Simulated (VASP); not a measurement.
# Pd (R-3m) in VASP: notebook

The runs below take Pd through electric field gradients, with PBEsol.

All numbers are computed with VASP 6.6.1; they aren't measurements. Logs are shortened: lines on timing, memory, paths and dates and some standing lists are left out, and cuts for length are marked.

**1. The cell of the first run**

It takes space group R-3m (No. 166, trigonal). The conventional cell has a = 2.778 Å, b = 2.778 Å, c = 6.603 Å, α = 90.00°, β = 90.00°, γ = 120.00°. Within 3.6 Å of Pd (site symmetry -3m) lie 12 Pd at 2.72 to 2.78 Å.

**2. Electric field gradients, PBEsol (equal xy, yz and zx shear strains of -2 %)**

The input, INCAR:

```
ALGO     = Normal         # electronic algorithm
EDIFF    = 1E-8           # SCF threshold, eV
ENCUT    = 520            # plane-wave cutoff, eV
GGA      = PS             # functional
ISIF     = 2              # what is computed and relaxed
ISMEAR   = -1             # smearing method
LASPH    = T              # aspherical terms in the spheres
LCHARG   = F              # write CHGCAR
LEFG     = T            
LREAL    = F              # projectors in reciprocal space
LWAVE    = F              # write WAVECAR
NBANDS   = 11             # bands
NELM     = 80             # most SCF steps
PREC     = Accurate       # precision mode
SIGMA    = 0.05           # smearing width, eV
```

The input, KPOINTS:

```
k-points
0
Gamma
  18 18 18
```

The input, POSCAR:

```
Pd
1.0
   -0.0388980000      1.9254510000      1.9254510000
    1.9254510000     -0.0388980000      1.9254510000
    1.9254510000      1.9254510000     -0.0388980000
Pd
1
Direct
    0.0000000000      0.0000000000      0.0000000000
```

Potentials or basis: VASP PAW PBE potentials, release 64 (Pd).

Command:

```sh
> cat potpaw_PBE.64/Pd/POTCAR > POTCAR
> mpirun -np 1 vasp_std > vasp.out
```

OUTCAR:

```text
EDIFF = 1E-8
   ENCUT = 520
   GGA = PS
   ISIF = 2
   ISMEAR = -1
   LASPH = T
   LREAL = F
   NELM = 80
   PREC = Accurate

 ion  position               nearest neighbor table
   1  0.000  0.000  0.000-

  LATTYP: Found a trigonal (rhomboedric) cell.
 ALAT       =     2.7232767324
 COS(alpha) =     0.4797000918

  Lattice vectors:

 A1 = (  -0.0388980000,   1.9254510000,   1.9254510000)
 A2 = (   1.9254510000,  -0.0388980000,   1.9254510000)
 A3 = (   1.9254510000,   1.9254510000,  -0.0388980000)

Analysis of symmetry for initial positions (statically):
=====================================================================
 Subroutine PRICEL returns:
 Original cell was already a primitive cell.

 Routine SETGRP: Setting up the symmetry group for a
 trigonal (rhombohedral) supercell.

 Subroutine GETGRP returns: Found 12 space group operations
 (whereof 12 operations were pure point group operations)
 out of a pool of 12 trial point group operations.

The static configuration has the point symmetry D_3d.

Analysis of symmetry for dynamics (positions and initial velocities):
=====================================================================
 Subroutine PRICEL returns:
 Original cell was already a primitive cell.

 Routine SETGRP: Setting up the symmetry group for a
 trigonal (rhombohedral) supercell.

 Subroutine GETGRP returns: Found 12 space group operations
 (whereof 12 operations were pure point group operations)
 out of a pool of 12 trial point group operations.

The dynamic configuration has the point symmetry D_3d.

 Subroutine INISYM returns: Found 12 space group operations
 (whereof 12 operations are pure point group operations),
 and found     1 'primitive' translations

----------------------------------------------------------------------------------------

                                     Primitive cell

  volume of cell :      14.7093

  direct lattice vectors                    reciprocal lattice vectors
    -0.038898000  1.925451000  1.925451000    -0.251939935  0.257134573  0.257134573
     1.925451000 -0.038898000  1.925451000     0.257134573 -0.251939935  0.257134573
     1.925451000  1.925451000 -0.038898000     0.257134573  0.257134573 -0.251939935

  length of vectors
     2.723276732  2.723276732  2.723276732     0.442391351  0.442391351  0.442391351

  position of ions in fractional coordinates (direct lattice)
     0.000000000  0.000000000  0.000000000

  ion indices of the primitive-cell ions
   primitive index   ion index
                 1           1

----------------------------------------------------------------------------------------

 KPOINTS: k-points

Automatic generation of k-mesh.
 Grid dimensions read from file:
 generate k-points for:   18   18   18

 Generating k-lattice:

  Cartesian coordinates                     Fractional coordinates (reciprocal lattice)
    -0.013996663  0.014285254  0.014285254     0.055555556  0.000000000  0.000000000
     0.014285254 -0.013996663  0.014285254     0.000000000  0.055555556  0.000000000
     0.014285254  0.014285254 -0.013996663     0.000000000  0.000000000  0.055555556

  Length of vectors
     0.024577297  0.024577297  0.024577297

  Shift w.r.t. Gamma in fractional coordinates (k-lattice)
     0.000000000  0.000000000  0.000000000

 Subroutine IBZKPT returns following result:
 ===========================================

 Found    580 irreducible k-points:

 Following reciprocal coordinates:
            Coordinates               Weight
  0.000000  0.000000  0.000000      1.000000
  0.055556  0.000000  0.000000      6.000000
  0.111111  0.000000  0.000000      6.000000
  0.166667  0.000000  0.000000      6.000000
  0.222222  0.000000  0.000000      6.000000
  0.277778  0.000000  0.000000      6.000000
[... 16 lines left out ...]
 -0.277778  0.055556  0.000000     12.000000
 -0.222222  0.055556 -0.000000     12.000000
 [... further k-points ...]
   k-points           NKPTS =    580   k-points in BZ     NKDIM =    580   number of bands    NBANDS=     11
   number of dos      NEDOS =    301   number of ions     NIONS =      1
   total plane-waves  NPLWV =   8000
   dimension x,y,z NGX =    20 NGY =   20 NGZ =   20
   dimension x,y,z NGXF=    40 NGYF=   40 NGZF=   40
   ions per type =               1
   NGX,Y,Z   is equivalent  to a cutoff of  12.21, 12.21, 12.21 a.u.
   NGXF,Y,Z  is equivalent  to a cutoff of  24.42, 24.42, 24.42 a.u.
 SYSTEM =  unknown system
   PREC   = accura    normal or accurate (medium, high low for compatibility)
   ISTART =      0    job   : 0-new  1-cont  2-samecut
   ICHARG =      2    charge: 1-file 2-atom 10-const
   ISPIN  =      1    spin polarized calculation?
   LNONCOLLINEAR =      F non collinear calculations
   LSORBIT =      F    spin-orbit coupling
   LASPH  =      T    aspherical Exc in radial PAW
   ENCUT  =  520.0 eV  38.22 Ry    6.18 a.u.   5.06  5.06  5.06*2*pi/ulx,y,z
   NELM   =     80;   NELMIN=  2; NELMDL= -5     # of ELM steps
   EDIFF  = 0.1E-07   stopping-criterion for ELM
   LREAL  =      F    real-space projection
   EDIFFG = 0.1E-06   stopping-criterion for IOM
   NSW    =      0    number of steps for IOM
   IBRION =     -1    ionic relax: 0-MD 1-quasi-New 2-CG
   NFREE  =      0    steps in history (QN), initial steepest desc. (CG)
   ISIF   =      2    stress and relaxation
   ISYM   =      2    0-nonsym 1-usesym 2-fastsym
   POTIM  = 0.5000    time-step for ionic-motion
   TEBEG  =    0.0;   TEEND  =   0.0 temperature during run
   PSTRESS=    0.0 pullay stress
   NELECT =      10.0000    total number of electrons
   NUPDOWN=      -1.0000    fix difference up-down
   EMIN   =  10.00;   EMAX   =-10.00  energy-range for DOS
   EFERMI =   0.00;   METHOD = LEGACY
   ISMEAR =    -1;   SIGMA  =   0.05  broadening in eV -4-tet -1-fermi 0-gaus
   EFERMI_NEDOS =   21; number of points for ismear=-14 and -15
   IALGO  =     38    algorithm
   IMIX   =      4    mixing-type and parameters
     AMIX     =   0.40;   BMIX     =  1.00
     AMIX_MAG =   1.60;   BMIX_MAG =  1.00
  volume/ion in A,a.u.               =      14.71        99.26
  Fermi-wavevector in a.u.,A,eV,Ry     =   1.439499  2.720258 28.193401  2.072157
  Thomas-Fermi vector in A             =   2.558348
   LORBIT       =      0    0 simple, 1 ext, 2 COOP (PROOUT), +10 PAW based schemes
   GGA     = PS    functional components
   LHFCALC =     F    Hartree Fock is set to
   AEXX    =    0.0000 exact exchange contribution
   IVDW    =     0    specifies the selected vdW correction
   LEPSILON=     F    determine dielectric tensor
   LRPA    =     F    only Hartree local field effects (RPA)
 non-spin polarized calculation
  energy-cutoff  :      520.00
  volume of cell :       14.71
 maximum number of plane-waves:       409
   NGX = 11   NGY = 11   NGZ = 11

 number of electron      10.0000000 magnetization

 number of electron       9.9999999 magnetization

 Free energy of the ion-electron system (eV)
  ---------------------------------------------------
  ext. energy  EPLUGINS =         0.00000000
  ---------------------------------------------------
  free energy    TOTEN  =        -5.96763308 eV

  energy without entropy =       -5.95013182  energy(sigma->0) =       -5.95888245

 E-fermi :   9.6746     XC(G=0): -13.3966

 val. band max:        9.6728459257   @ k =   0.5000   0.0556  -0.0000
 cond. band min:       9.6765442204   @ k =  -0.4444   0.3333   0.0000
 fundamental gap:      0.0036982947
 Fermi energy:         9.6745630796

 k-point     1 :       0.0000    0.0000    0.0000
  band No.  band energies     occupation
      1       2.4063      2.00000
      2       6.6923      2.00000
      3       6.6923      2.00000
      4       6.9898      2.00000
      5       8.4535      2.00000
      6       8.4535      2.00000
      7      26.7749      0.00000
      8      31.2561      0.00000
      9      31.2561      0.00000
     10      32.2820      0.00000
     11      35.7487      0.00000

 k-point     2 :       0.0556    0.0000    0.0000
  band No.  band energies     occupation
      1       2.5172      2.00000
      2       6.6658      2.00000
      3       6.7244      2.00000
      4       7.0190      2.00000
      5       8.4366      2.00000
      6       8.4371      2.00000
      7      26.8872      0.00000
      8      30.5854      0.00000
      9      31.3940      0.00000
     10      32.3418      0.00000
     11      35.8023      0.00000
[... 295 lines left out ...]
 k-point    24 :      -0.2222    0.0556   -0.0000
  band No.  band energies     occupation
      1       4.1006      2.00000
      2       6.5242      2.00000
      3       6.9586      2.00000
      4       7.3090      2.00000
      5       8.3664      2.00000
      6       8.8698      2.00000
      7      24.3540      0.00000
      8      27.8082      0.00000
      9      31.8184      0.00000
     10      34.1671      0.00000
     11      34.9563      0.00000

 [... further k-points ...]

------------------------ aborting loop because EDIFF is reached ----------------------------------------

  FORCE on cell =-STRESS in cart. coord.  units (eV):
  Direction    XX          YY          ZZ          XY          YZ          ZX
  --------------------------------------------------------------------------------------
  -------------------------------------------------------------------------------------
  Total       -0.2117928     -0.2117928     -0.2117928      0.1356796      0.1356796      0.1356796
  in kB      -23.0691215    -23.0691215    -23.0691215     14.7786400     14.7786400     14.7786400
  external PRESSURE =     -23.0691215 kB  Pullay stress =       0.0000000 kB

 VOLUME and BASIS-vectors are now :
 -----------------------------------------------------------------------------
  energy-cutoff  :      520.00
  volume of cell :       14.71
      direct lattice vectors                 reciprocal lattice vectors
    -0.038898000  1.925451000  1.925451000    -0.251939935  0.257134573  0.257134573
     1.925451000 -0.038898000  1.925451000     0.257134573 -0.251939935  0.257134573
     1.925451000  1.925451000 -0.038898000     0.257134573  0.257134573 -0.251939935

 POSITION                                       TOTAL-FORCE (eV/Angst)
 -----------------------------------------------------------------------------------
      0.00000      0.00000      0.00000         0.000000      0.000000      0.000000
 -----------------------------------------------------------------------------------
    total drift:                                0.000000     -0.000000      0.000000

  FREE ENERGIE OF THE ION-ELECTRON SYSTEM (eV)
  ---------------------------------------------------
  free  energy   TOTEN  =        -5.9676330819 eV

  energy  without entropy=       -5.9501318246  energy(sigma->0) =       -5.95888245

 Electric field gradients (V/A^2)
---------------------------------------------------------------------
 ion       V_xx      V_yy      V_zz      V_xy      V_xz      V_yz
---------------------------------------------------------------------
   1      -0.000    -0.000     0.000     2.583     2.583     2.583
---------------------------------------------------------------------

 Electric field gradients after diagonalization (V/A^2)
 (convention: |V_zz| > |V_xx| > |V_yy|)
----------------------------------------------------------------------
 ion       V_xx      V_yy      V_zz     asymmetry (V_yy - V_xx)/ V_zz
----------------------------------------------------------------------
   1      -2.583    -2.583     5.165       0.000
----------------------------------------------------------------------

           NMR quadrupolar parameters

 Cq : quadrupolar parameter    Cq=e*Q*V_zz/h
 eta: asymmetry parameters     (V_yy - V_xx)/ V_zz
 Q  : nuclear electric quadrupole moment in mb (millibarn)
----------------------------------------------------------------------
 ion       Cq(MHz)       eta       Q (mb)
----------------------------------------------------------------------
   1       0.012       0.000       1.000
----------------------------------------------------------------------
```

It took 30 s on 1 thread of Intel Xeon 6975P-C (Granite Rapids), shared host; peak memory 0.2 GiB.

Results:

```yaml
Free_energy: -5.9676 eV
Pressure: -2.3 GPa
Band_gap_on_the_k_mesh: zero (bands 5 and 6 overlap by 1.69 eV)
Largest_electric_field_gradient_by_atom: Pd +5.2 V/Å²
```

Stress tensor (GPa, compression positive):
```
-2.31  1.48  1.48
 1.48 -2.31  1.48
 1.48  1.48 -2.31
```

Electric field gradients, principal values (V/Å²):
| atom | least | middle | greatest (by size) |
| --- | --- | --- | --- |
| 1 Pd | -2.583 | -2.583 | 5.165 |

Caveat: the cell differs from its parent crystal (equal xy, yz and zx shear strains of -2 %); without QUAD_EFG the Cq values of the log hold for a quadrupole moment of 1 mb, not for the nuclei; the PAW data sets were made with another functional, which shifts forces and pressure a little.

[end of part 1 of 3]
